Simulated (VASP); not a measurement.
# Sc in VASP: a series of runs, part 2 of 2

VASP 6.6.1. Earlier steps stand in the parts before.

## 3. Single point, PBE

This run uses another cell than the first one.

INCAR reads:

```
  PREC = Accurate
  ENCUT = 520
  EDIFF = 1E-6
  ISMEAR = 0
  SIGMA = 0.1
  LREAL = F
  LASPH = T
  NELM = 80
  ALGO = Normal
  ISIF = 2
  LWAVE = F
  LCHARG = T
  LDIPOL = T
  IDIPOL = 3
  DIPOL = 0.5 0.5 0.294
  GGA = PE
  LELF = T
  LVHAR = T
  LVACPOTAV = T
  NBANDS = 12
```

KPOINTS reads:

```
Automatic mesh
0
Gamma
  6 6 1
```

POSCAR reads:

```
Sc
1.0
    2.8976359713      0.0000000000      0.0000000000
    0.0000000000      2.8976359713      0.0000000000
    0.0000000000      0.0000000000     23.8000000000
Sc
1
Direct
    0.5000000000      0.5000000000      0.2941176471
```

Potentials or basis: VASP PAW PBE potentials, release 64 (Sc_sv).

Command:

```console
$ cat potpaw_PBE.64/Sc_sv/POTCAR > POTCAR
$ mpirun -np 1 vasp_std > vasp.out
```

OUTCAR:

```text
PREC = Accurate
   ENCUT = 520
   EDIFF = 1E-6
   ISMEAR = 0
   LREAL = F
   LASPH = T
   NELM = 80
   ISIF = 2
   GGA = PE

 ion  position               nearest neighbor table
   1  0.500  0.500  0.294-

  LATTYP: Found a simple tetragonal cell.
 ALAT       =     2.8976359713
 C/A-ratio  =     8.2135921267

  Lattice vectors:

 A1 = (   2.8976359713,   0.0000000000,   0.0000000000)
 A2 = (   0.0000000000,   2.8976359713,   0.0000000000)
 A3 = (   0.0000000000,   0.0000000000,  23.8000000000)

Analysis of symmetry for initial positions (statically):
=====================================================================
 Subroutine PRICEL returns:
 Original cell was already a primitive cell.

 Routine SETGRP: Setting up the symmetry group for a
 simple tetragonal supercell.

 Subroutine GETGRP returns: Found 16 space group operations
 (whereof  8 operations were pure point group operations)
 out of a pool of 16 trial point group operations.

The static configuration has the point symmetry C_4v.
 The point group associated with its full space group is D_4h.

Analysis of symmetry for dynamics (positions and initial velocities):
=====================================================================
 Subroutine PRICEL returns:
 Original cell was already a primitive cell.

 Routine SETGRP: Setting up the symmetry group for a
 simple tetragonal supercell.

 Subroutine GETGRP returns: Found 16 space group operations
 (whereof  8 operations were pure point group operations)
 out of a pool of 16 trial point group operations.

The dynamic configuration has the point symmetry C_4v.
 The point group associated with its full space group is D_4h.

 Subroutine INISYM returns: Found 16 space group operations
 (whereof  8 operations are pure point group operations),
 and found     1 'primitive' translations

----------------------------------------------------------------------------------------

                                     Primitive cell

  volume of cell :     199.8318

[... 104 lines left out ...]
  energy-cutoff  :      520.00
  volume of cell :      199.83
 maximum number of plane-waves:      5441
 NGX is ok and might be reduce to    24
   NGX = 11   NGY = 11   NGZ = 89

 dipolmoment           0.000000      0.000000     -0.000000 electrons x Angstroem

 number of electron      11.0000002 magnetization

 dipolmoment           0.000000      0.000000      0.000004 electrons x Angstroem

 Free energy of the ion-electron system (eV)
  ---------------------------------------------------
  ext. energy  EPLUGINS =         0.00000000
  ---------------------------------------------------
  free energy    TOTEN  =        -4.45399301 eV

  energy without entropy =       -4.42257197  energy(sigma->0) =       -4.43828249

 E-fermi :  -2.6438     XC(G=0):  -1.9874

 val. band max:       -2.6578364399   @ k =   0.0000   0.0000   0.0000
 cond. band min:      -2.6423489772   @ k =   0.3333   0.1667   0.0000
 fundamental gap:      0.0154874627
 Fermi energy:        -2.6438491873

 k-point     1 :       0.0000    0.0000    0.0000
  band No.  band energies     occupation
      1     -52.5013      2.00000
      2     -31.3195      2.00000
      3     -30.7345      2.00000
      4     -30.7345      2.00000
      5      -6.3201      2.00000
      6      -3.0406      2.00000
      7      -2.6578      1.15681
      8      -2.5073      0.05346
      9       0.2332      0.00000
     10       0.2332      0.00000
     11       0.6769      0.00000
     12       0.9330      0.00000
[... 121 lines left out ...]
 k-point    10 :       0.5000    0.5000    0.0000
  band No.  band energies     occupation
      1     -52.3455      2.00000
      2     -31.2619      2.00000
      3     -31.2619      2.00000
      4     -31.1816      2.00000
      5      -4.0745      2.00000
      6      -1.9511      0.00000
      7      -1.9511      0.00000
      8      -0.2120      0.00000
      9       2.2427      0.00000
     10       2.9260      0.00000
     11       2.9260      0.00000
     12       5.8129      0.00000

------------------------ aborting loop because EDIFF is reached ----------------------------------------

  FORCE on cell =-STRESS in cart. coord.  units (eV):
  Direction    XX          YY          ZZ          XY          YZ          ZX
  --------------------------------------------------------------------------------------
  -------------------------------------------------------------------------------------
  Total        0.0109040      0.0109040     -0.0076609      0.0000000      0.0000000      0.0000000
  in kB        0.0874244      0.0874244     -0.0614220      0.0000000      0.0000000      0.0000000
  external PRESSURE =       0.0378089 kB  Pullay stress =       0.0000000 kB

 VOLUME and BASIS-vectors are now :
 -----------------------------------------------------------------------------
  energy-cutoff  :      520.00
  volume of cell :      199.83
      direct lattice vectors                 reciprocal lattice vectors
     2.897635971  0.000000000  0.000000000     0.345108913  0.000000000  0.000000000
     0.000000000  2.897635971  0.000000000     0.000000000  0.345108913  0.000000000
     0.000000000  0.000000000 23.800000000     0.000000000  0.000000000  0.042016807

 POSITION                                       TOTAL-FORCE (eV/Angst)
 -----------------------------------------------------------------------------------
      1.44882      1.44882      7.00000        -0.000000      0.000000      0.000000
 -----------------------------------------------------------------------------------
    total drift:                                0.000000     -0.000000      0.000064

  FREE ENERGIE OF THE ION-ELECTRON SYSTEM (eV)
  ---------------------------------------------------
  free  energy   TOTEN  =        -4.4539930078 eV

  energy  without entropy=       -4.4225719719  energy(sigma->0) =       -4.43828249

 vacuum level on the upper side and lower side of the slab         1.043         1.043
```

It took 39 s on 1 thread of Intel Xeon Platinum 8259CL at 2.50GHz (Skylake/Cascade Lake), shared host; peak memory 0.29 GiB.

What came out:

| Property | Result |
| --- | --- |
| Free energy | -4.4540 eV |
| Band gap on the k mesh | zero (an odd number of electrons rules out a gap without spin polarisation) |

Caveat: the k points lie up to 0.36 Å⁻¹ apart, too coarse for converged energies and pressures of a metal.

## 4. Single point, PBE, collinear spin

This run uses another cell than the first one.

INCAR reads:

```
SYSTEM = Sc
PREC = Accurate
ENCUT = 520
EDIFF = 1E-6
ISMEAR = 0
SIGMA = 0.1
LREAL = .False.
LASPH = .True.
NELM = 150
ALGO = Normal
ISIF = 2
LWAVE = .False.
LCHARG = .False.
ISPIN = 2
MAGMOM = 1
LORBIT = 11
LMAXMIX = 4
LDIPOL = .True.
IDIPOL = 3
DIPOL = 0.5 0.5 0.294
GGA = PE
NBANDS = 16
```

KPOINTS reads:

```
regular mesh
0
Gamma
  6 6 1
  0 0 0
```

POSCAR is that of step 3.

Command:

```console
$ cat potpaw_PBE.64/Sc_sv/POTCAR > POTCAR
$ mpirun -np 1 vasp_std > vasp.out
```

Run time: 1.9 min. Hardware: 1 thread of Intel Xeon Platinum 8259CL at 2.50GHz (Skylake/Cascade Lake), shared host; peak memory 0.39 GiB.

It converged, with:

| Item | Value |
| --- | --- |
| Free energy | -4.5323 eV |
| Net moment | 1.17 μB per cell |
| Site moments | Sc +0.61 μB |
| Valence electrons inside the program's atomic spheres | Sc 9.42 |

Levels at points of the mesh, in eV from the Fermi level:
Spin up:
| k point | band 4 | band 5 | band 6 | band 7 | band 8 | band 9 |
| --- | --- | --- | --- | --- | --- | --- |
| (0.00, 0.00, 0.00) | -28.35 | -3.94 | -0.67 | -0.35 | -0.04 | 2.49 |
| (0.50, 0.00, 0.00) | -28.30 | -0.84 | -0.80 | 0.66 | 1.30 | 2.20 |
| (0.50, 0.50, 0.00) | -28.83 | -1.57 | 0.28 | 0.28 | 2.25 | 4.61 |
Spin down:
```
           k point  band 1  band 2  band 3  band 4  band 5  band 6  band 7  band 8  band 9  band 10
(0.00, 0.00, 0.00)  -49.63  -28.39  -27.88  -27.88   -3.24   -0.08    0.44    0.68    3.30     3.30
(0.50, 0.00, 0.00)  -49.55  -28.49  -28.32  -27.82   -0.18    0.14    1.39    1.80    2.53     3.55
(0.50, 0.50, 0.00)  -49.48  -28.40  -28.40  -28.26   -1.23    1.21    1.21    2.61    5.14     6.15
```

Caveat: the k points lie up to 0.36 Å⁻¹ apart.

## 5. The runs side by side

```tsv
spin	cell	gap on the mesh (eV)
off	a = 2.857, b = 2.857, c = 14.000 Å, 1 atom	none
off	a = 2.898, b = 2.898, c = 23.800 Å, 1 atom	none
collinear	a = 2.898, b = 2.898, c = 23.800 Å, 1 atom	none
```

Alike in all rows: task single point; level PBE; potentials or basis VASP PAW PBE potentials, release 64 (Sc_sv); k mesh 6 × 6 × 1; cutoff (eV) 520; smearing gaussian 0.1 eV.

Caveats: all runs use coarse meshes.

Absolute energies hang on the potentials; compare differences alone.
